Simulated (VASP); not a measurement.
Wanted: the native input for a VASP 6.6.1 run.

* Task: relaxation of cell and atoms
* Functional: PBEsol
* Potentials or basis: VASP PAW PBE potentials, release 64 (Ge_d, Sn_d, O)
* Cutoff: 600 eV
* k mesh: 6 × 6 × 6
* Occupations: gaussian, width 0.02 eV
* Spin: no spin polarisation
* Dipole correction: no
* Further INCAR settings: ALGO = Normal; EDIFF = 1e-07; IBRION = 2; EDIFFG = -0.005; NSW = 100; ISIF = 3

The structure of Sn3GeO8 lies in POSCAR:

```
Sn3GeO8
1.0
   -0.0060471611      4.6876782837     -3.1320450670
    0.0060471611     -4.6876782837     -3.1320450670
   -4.6876782837      0.0060471611      3.1320450670
Ge Sn O
1 3 8
Direct
    0.5000000000      0.5000000000      0.0000000000
    0.0000000000      0.0000000000      0.0000000000
    0.2494231353      0.7494231353      0.5000000000
    0.7505768647      0.2505768647      0.5000000000
    0.5000000000      0.2027285970      0.7027285970
    0.0000000000      0.6968008962      0.6968008962
    0.5456390615      0.7329315979      0.8127074637
    0.0797758658      0.2670684021      0.8127074637
    0.5000000000      0.7972714030      0.2972714030
    0.0000000000      0.3031991038      0.3031991038
    0.9202241342      0.7329315979      0.1872925363
    0.4543609385      0.2670684021      0.1872925363
```

These files were run (other wordings do the same):

INCAR

```
SYSTEM = Sn3GeO8
  PREC = Accurate
  ENCUT = 600
  EDIFF = 1E-7
  ISMEAR = 0
  SIGMA = 0.02
  LREAL = .False.
  LASPH = .True.
  NELM = 120
  ALGO = Normal
  ISIF = 3
  LWAVE = .False.
  LCHARG = .False.
  GGA = PS
  IBRION = 2
  NSW = 100
  EDIFFG = -0.005
  GGA_COMPAT = .False.
  NELMIN = 4
  KPAR = 4
```

KPOINTS

```
Automatic mesh
0
Gamma
  6 6 6
  0 0 0
```

Potentials or basis: VASP PAW PBE potentials, release 64 (Ge_d, Sn_d, O).

The run is started by

```sh
$ cat potpaw_PBE.64/Ge_d/POTCAR potpaw_PBE.64/Sn_d/POTCAR potpaw_PBE.64/O/POTCAR > POTCAR
$ mpirun -np 4 vasp_std > vasp.out
```

Results of the run:

```yaml
Relaxed_volume: 11.50 Å³/atom
Relaxed_cell: a = 5.643 Å, b = 5.643 Å, c = 5.643 Å, α = 108.07°, β = 107.87°, γ = 112.51°
Space_group_after_relaxing_to_0.1_Å: Immm (No. 71)
Energy_gained_by_relaxing: 0.1 meV/atom
Ionic_steps: 9
Pressure_after_relaxing: 0.0 GPa
Band_gap_on_the_k_mesh: 0.90 eV
```

Caveat: the PAW data sets were made with another functional, which shifts forces and pressure a little; spin-orbit coupling is left out, which moves the levels of the heavy elements.

Wall time 7.3 min on 4 MPI ranks on Intel(R) Xeon(R) 6975P-C (Granite Rapids) (shared host), peak memory 0.6 GiB a rank.
